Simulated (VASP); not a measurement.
# NaCl (Fm-3m) in VASP: a series of runs

NaCl is run at these levels: r2SCAN; tasks: single point.

Everything below comes from runs of VASP 6.6.1. Logs are shortened: lines on timing, memory, paths and dates and some standing lists are left out, and cuts for length are marked.

## Step 1: The cell of the first run

It takes space group Fm-3m (No. 225, cubic). Conventional cell: a = 5.490 Å, b = 5.490 Å, c = 5.490 Å, α = 90.00°, β = 90.00°, γ = 90.00°. Within 3.6 Å of Na (site symmetry m-3m) lie 6 Cl at 2.74 Å. Cl (site symmetry m-3m) has 6 Na at 2.74 Å within 3.6 Å.

## Step 2: Single point, r2SCAN

The input, POSCAR:

```
NaCl
1.0
    0.0000000000      2.7448938490      2.7448938490
    2.7448938490      0.0000000000      2.7448938490
    2.7448938490      2.7448938490      0.0000000000
Na Cl
1 1
Direct
    0.0000000000      0.0000000000      0.0000000000
    0.5000000000      0.5000000000      0.5000000000
```

The input, INCAR.step1:

```
PREC     = Accurate       # precision mode
ENCUT    = 520            # plane-wave cutoff, eV
ISMEAR   = 0              # smearing method
SIGMA    = 0.01           # smearing width, eV
LREAL    = False          # projectors in reciprocal space
LASPH    = True           # aspherical terms in the spheres
NELM     = 100            # most SCF steps
NBANDS   = 14             # bands
GGA      = PE             # functional
ALGO     = Normal         # electronic algorithm
EDIFF    = 1E-4           # SCF threshold, eV
LWAVE    = True           # write WAVECAR
LCHARG   = False          # write CHGCAR
```

The input, INCAR.step2:

```
PREC     = Accurate       # precision mode
ENCUT    = 520            # plane-wave cutoff, eV
EDIFF    = 1E-6           # SCF threshold, eV
ISMEAR   = 0              # smearing method
SIGMA    = 0.01           # smearing width, eV
LREAL    = False          # projectors in reciprocal space
LASPH    = True           # aspherical terms in the spheres
NELM     = 100            # most SCF steps
ALGO     = Normal         # electronic algorithm
ISIF     = 2              # what is computed and relaxed
LWAVE    = False          # write WAVECAR
LCHARG   = False          # write CHGCAR
METAGGA  = R2SCAN         # meta-GGA
LMIXTAU  = True         
NBANDS   = 14             # bands
ISTART   = 1
```

The input, KPOINTS:

```
Automatic mesh
0
Gamma
  8 8 8
```

Potentials or basis: VASP PAW PBE potentials, release 64 (Na_pv, Cl).

The run is started by

```sh
$ cat potpaw_PBE.64/Na_pv/POTCAR potpaw_PBE.64/Cl/POTCAR > POTCAR
$ cp INCAR.step1 INCAR
$ mpirun -np 1 vasp_std > vasp.out
$ cp INCAR.step2 INCAR
$ mpirun -np 1 vasp_std > vasp.out
```

OUTCAR:

```text
PREC = Accurate
   ENCUT = 520
   EDIFF = 1E-6
   ISMEAR = 0
   LREAL = False
   LASPH = True
   NELM = 100
   ISIF = 2
   METAGGA = R2SCAN
   ISTART = 1

 ion  position               nearest neighbor table
   1  0.000  0.000  0.000-
   2  0.500  0.500  0.500-

  LATTYP: Found a face centered cubic cell.
 ALAT       =     5.4897876980

  Lattice vectors:

 A1 = (   0.0000000000,   2.7448938490,   2.7448938490)
 A2 = (   2.7448938490,   0.0000000000,   2.7448938490)
 A3 = (   2.7448938490,   2.7448938490,   0.0000000000)

Analysis of symmetry for initial positions (statically):
=====================================================================
 Subroutine PRICEL returns:
 Original cell was already a primitive cell.

 Routine SETGRP: Setting up the symmetry group for a
 face centered cubic supercell.

 Subroutine GETGRP returns: Found 48 space group operations
 (whereof 48 operations were pure point group operations)
 out of a pool of 48 trial point group operations.

The static configuration has the point symmetry O_h .

Analysis of symmetry for dynamics (positions and initial velocities):
=====================================================================
 Subroutine PRICEL returns:
 Original cell was already a primitive cell.

 Routine SETGRP: Setting up the symmetry group for a
 face centered cubic supercell.

 Subroutine GETGRP returns: Found 48 space group operations
 (whereof 48 operations were pure point group operations)
 out of a pool of 48 trial point group operations.

The dynamic configuration has the point symmetry O_h .

 Subroutine INISYM returns: Found 48 space group operations
 (whereof 48 operations are pure point group operations),
 and found     1 'primitive' translations

----------------------------------------------------------------------------------------

                                     Primitive cell

  volume of cell :      41.3625

  direct lattice vectors                    reciprocal lattice vectors
     0.000000000  2.744893849  2.744893849    -0.182156407  0.182156407  0.182156407
     2.744893849  0.000000000  2.744893849     0.182156407 -0.182156407  0.182156407
     2.744893849  2.744893849  0.000000000     0.182156407  0.182156407 -0.182156407

  length of vectors
     3.881866109  3.881866109  3.881866109     0.315504151  0.315504151  0.315504151

  position of ions in fractional coordinates (direct lattice)
     0.000000000  0.000000000  0.000000000
     0.500000000  0.500000000  0.500000000

  ion indices of the primitive-cell ions
   primitive index   ion index
                 1           1
                 2           2

----------------------------------------------------------------------------------------

 KPOINTS: Automatic mesh

Automatic generation of k-mesh.
 Grid dimensions read from file:
 generate k-points for:    8    8    8

 Generating k-lattice:

  Cartesian coordinates                     Fractional coordinates (reciprocal lattice)
    -0.022769551  0.022769551  0.022769551     0.125000000  0.000000000  0.000000000
     0.022769551 -0.022769551  0.022769551     0.000000000  0.125000000  0.000000000
     0.022769551  0.022769551 -0.022769551     0.000000000  0.000000000  0.125000000

  Length of vectors
     0.039438019  0.039438019  0.039438019

  Shift w.r.t. Gamma in fractional coordinates (k-lattice)
     0.000000000  0.000000000  0.000000000

 Subroutine IBZKPT returns following result:
 ===========================================

 Found     29 irreducible k-points:

 Following reciprocal coordinates:
            Coordinates               Weight
  0.000000  0.000000  0.000000      1.000000
  0.125000  0.000000  0.000000      8.000000
  0.250000  0.000000  0.000000      8.000000
  0.375000  0.000000  0.000000      8.000000
  0.500000  0.000000  0.000000      4.000000
  0.125000  0.125000  0.000000      6.000000
[... 16 lines left out ...]
  0.500000  0.250000  0.125000     48.000000
 -0.375000  0.250000  0.125000     24.000000
 [... further k-points ...]
   k-points           NKPTS =     29   k-points in BZ     NKDIM =     29   number of bands    NBANDS=     14
   number of dos      NEDOS =    301   number of ions     NIONS =      2
   total plane-waves  NPLWV =  27000
   dimension x,y,z NGX =    30 NGY =   30 NGZ =   30
   dimension x,y,z NGXF=    60 NGYF=   60 NGZF=   60
   ions per type =               1   1
   NGX,Y,Z   is equivalent  to a cutoff of  12.85, 12.85, 12.85 a.u.
   NGXF,Y,Z  is equivalent  to a cutoff of  25.70, 25.70, 25.70 a.u.
 SYSTEM =  unknown system
   PREC   = accura    normal or accurate (medium, high low for compatibility)
   ISTART =      1    job   : 0-new  1-cont  2-samecut
   ICHARG =      0    charge: 1-file 2-atom 10-const
   ISPIN  =      1    spin polarized calculation?
   LNONCOLLINEAR =      F non collinear calculations
   LSORBIT =      F    spin-orbit coupling
   LASPH  =      T    aspherical Exc in radial PAW
   ENCUT  =  520.0 eV  38.22 Ry    6.18 a.u.   7.22  7.22  7.22*2*pi/ulx,y,z
   NELM   =    100;   NELMIN=  2; NELMDL=  0     # of ELM steps
   EDIFF  = 0.1E-05   stopping-criterion for ELM
   LREAL  =      F    real-space projection
   EDIFFG = 0.1E-04   stopping-criterion for IOM
   NSW    =      0    number of steps for IOM
   IBRION =     -1    ionic relax: 0-MD 1-quasi-New 2-CG
   NFREE  =      0    steps in history (QN), initial steepest desc. (CG)
   ISIF   =      2    stress and relaxation
   ISYM   =      2    0-nonsym 1-usesym 2-fastsym
   POTIM  = 0.5000    time-step for ionic-motion
   TEBEG  =    0.0;   TEEND  =   0.0 temperature during run
   PSTRESS=    0.0 pullay stress
   NELECT =      14.0000    total number of electrons
   NUPDOWN=      -1.0000    fix difference up-down
   EMIN   =  10.00;   EMAX   =-10.00  energy-range for DOS
   EFERMI =   0.00;   METHOD = LEGACY
   ISMEAR =     0;   SIGMA  =   0.01  broadening in eV -4-tet -1-fermi 0-gaus
   EFERMI_NEDOS =   21; number of points for ismear=-14 and -15
   IALGO  =     38    algorithm
   IMIX   =      4    mixing-type and parameters
     AMIX     =   0.40;   BMIX     =  1.00
     AMIX_MAG =   1.60;   BMIX_MAG =  1.00
  volume/ion in A,a.u.               =      20.68       139.56
  Fermi-wavevector in a.u.,A,eV,Ry     =   1.140903  2.155994 17.710147  1.301659
  Thomas-Fermi vector in A             =   2.277604
   LORBIT       =      0    0 simple, 1 ext, 2 COOP (PROOUT), +10 PAW based schemes
   METAGGA = R2SCAN    functional components
   LHFCALC =     F    Hartree Fock is set to
   AEXX    =    0.0000 exact exchange contribution
   IVDW    =     0    specifies the selected vdW correction
   LEPSILON=     F    determine dielectric tensor
   LRPA    =     F    only Hartree local field effects (RPA)
 non-spin polarized calculation
 Gauss-broadening in eV      SIGMA  =   0.01
  energy-cutoff  :      520.00
  volume of cell :       41.36
 maximum number of plane-waves:      1139
 NGX is ok and might be reduce to    30
   NGX = 15   NGY = 15   NGZ = 15

 number of electron      14.0000003 magnetization

 Free energy of the ion-electron system (eV)
  ---------------------------------------------------
  ext. energy  EPLUGINS =         0.00000000
  ---------------------------------------------------
  free energy    TOTEN  =       -13.77692683 eV

  energy without entropy =      -13.77692683  energy(sigma->0) =      -13.77692683

 E-fermi :  -0.6232     XC(G=0):  -9.0271

 val. band max:       -0.6702247887   @ k =   0.0000   0.0000   0.0000
 cond. band min:       5.6072430632   @ k =   0.0000   0.0000   0.0000
 fundamental gap:      6.2774678519
 Fermi energy:        -0.6231891601

 k-point     1 :       0.0000    0.0000    0.0000
  band No.  band energies     occupation
      1     -22.0541      2.00000
      2     -22.0538      2.00000
      3     -22.0538      2.00000
      4     -14.0928      2.00000
      5      -0.6702      2.00000
      6      -0.6702      2.00000
      7      -0.6702      2.00000
      8       5.6072      0.00000
      9      11.1574      0.00000
     10      11.1574      0.00000
     11      11.1574      0.00000
     12      13.5145      0.00000
     13      13.5145      0.00000
     14      15.2877      0.00000

 k-point     2 :       0.1250    0.0000    0.0000
  band No.  band energies     occupation
      1     -22.0601      2.00000
      2     -22.0544      2.00000
      3     -22.0541      2.00000
      4     -14.0328      2.00000
      5      -1.0760      2.00000
      6      -0.7213      2.00000
      7      -0.7213      2.00000
      8       6.1285      0.00000
      9      10.6329      0.00000
     10      11.3883      0.00000
     11      11.3884      0.00000
     12      13.3241      0.00000
     13      13.3241      0.00000
     14      16.3722      0.00000

 k-point     3 :       0.2500    0.0000    0.0000
  band No.  band energies     occupation
      1     -22.0750      2.00000
      2     -22.0553      2.00000
      3     -22.0550      2.00000
      4     -13.8833      2.00000
      5      -1.8969      2.00000
      6      -0.8405      2.00000
      7      -0.8404      2.00000
      8       7.0705      0.00000
      9      10.2531      0.00000
     10      11.6091      0.00000
     11      11.6094      0.00000
     12      13.5882      0.00000
     13      13.5883      0.00000
     14      16.7167      0.00000
[... 324 lines left out ...]
 k-point    23 :       0.5000    0.2500    0.1250
  band No.  band energies     occupation
      1     -22.0840      2.00000
      2     -22.0640      2.00000
      3     -22.0582      2.00000
      4     -13.6707      2.00000
      5      -2.4125      2.00000
      6      -1.4714      2.00000
      7      -1.1028      2.00000
      8       8.5484      0.00000
      9       9.9450      0.00000
     10      10.3285      0.00000
     11      12.4097      0.00000
     12      14.2395      0.00000
     13      16.9272      0.00000
     14      17.2089      0.00000

 k-point    24 :      -0.3750    0.2500    0.1250
  band No.  band energies     occupation
      1     -22.0870      2.00000
      2     -22.0646      2.00000
      3     -22.0594      2.00000
      4     -13.6213      2.00000
      5      -2.5505      2.00000
      6      -1.5635      2.00000
      7      -1.1639      2.00000
      8       8.5602      0.00000
      9      10.0659      0.00000
     10      10.7653      0.00000
     11      12.2165      0.00000
     12      14.9531      0.00000
     13      16.4921      0.00000
     14      17.3454      0.00000

 [... further k-points ...]
[... 5 lines left out ...]
  --------------------------------------------------------------------------------------
  -------------------------------------------------------------------------------------
  Total        0.4511987      0.4511987      0.4511987      0.0000000      0.0000000      0.0000000
  in kB       17.4771958     17.4771958     17.4771958      0.0000000      0.0000000      0.0000000
  external PRESSURE =      17.4771958 kB  Pullay stress =       0.0000000 kB

 VOLUME and BASIS-vectors are now :
 -----------------------------------------------------------------------------
  energy-cutoff  :      520.00
  volume of cell :       41.36
      direct lattice vectors                 reciprocal lattice vectors
     0.000000000  2.744893849  2.744893849    -0.182156407  0.182156407  0.182156407
     2.744893849  0.000000000  2.744893849     0.182156407 -0.182156407  0.182156407
     2.744893849  2.744893849  0.000000000     0.182156407  0.182156407 -0.182156407

 POSITION                                       TOTAL-FORCE (eV/Angst)
 -----------------------------------------------------------------------------------
      0.00000      0.00000      0.00000         0.000000      0.000000      0.000000
      2.74489      2.74489      2.74489        -0.000000     -0.000000     -0.000000
 -----------------------------------------------------------------------------------
    total drift:                               -0.000000      0.000000      0.000000

  FREE ENERGIE OF THE ION-ELECTRON SYSTEM (eV)
  ---------------------------------------------------
  free  energy   TOTEN  =       -13.7769268303 eV

  energy  without entropy=      -13.7769268303  energy(sigma->0) =      -13.77692683
```

Run time: 36 s. Hardware: 1 thread of Intel Xeon 6975P-C (Granite Rapids), shared host; peak memory 0.16 GiB.

What came out:

```
Free energy            : -13.7769 eV
Pressure               : 1.7 GPa
Band gap on the k mesh : 6.28 eV
```

Caveat: the PAW data sets were made with another functional, which shifts forces and pressure a little.

(Continued in part 2 of 2.)
